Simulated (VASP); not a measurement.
Input of a VASP 6.6.1 run:

INCAR

```
SYSTEM = Zn2GeN3
PREC = Accurate
ENCUT = 520
EDIFF = 1E-6
ISMEAR = 0
SIGMA = 0.1
LREAL = .FALSE.
LASPH = .TRUE.
NELM = 80
ALGO = Normal
ISIF = 2
LWAVE = .FALSE.
LCHARG = .FALSE.
GGA = PE
NBANDS = 36
```

KPOINTS

```
Automatic mesh
0
G
  4 4 6
  0 0 0
```

File POSCAR:

```
Zn2GeN3
1.0
    2.5527856858     -4.8785062386      0.0000000000
    2.5527856858      4.8785062386      0.0000000000
    0.0000000000      0.0000000000      3.0419330697
Zn Ge N
2 1 3
Direct
    0.0000000000      0.5000000000      0.5000000000
    0.5000000000      0.0000000000      0.5000000000
    0.5000000000      0.5000000000      0.0000000000
    0.3181673668      0.6818326332      0.0000000000
    0.6818326332      0.3181673668      0.0000000000
    0.0000000000      0.0000000000      0.5000000000
```

Potentials or basis: VASP PAW PBE potentials, release 64 (Zn, Ge_d, N).

Command:

```bash
$ cat potpaw_PBE.64/Zn/POTCAR potpaw_PBE.64/Ge_d/POTCAR potpaw_PBE.64/N/POTCAR > POTCAR
$ mpirun -np 1 vasp_std > vasp.out
```

Problem. Estimate the pressure.

Solution. 0.3 GPa.

Problem. What does it give for the band gap on the k mesh?

Solution. Zero (an odd number of electrons rules out a gap without spin polarisation).

Problem. What does it give for the largest force?

Solution. 0.121 eV/Å.

Forces in eV/Å, atoms in the order of the input:
```
Zn   0.000  0.000  0.000
Zn   0.000  0.000  0.000
Ge   0.000  0.000  0.000
N    0.000 -0.121  0.000
N    0.000  0.121  0.000
N    0.000  0.000  0.000
```
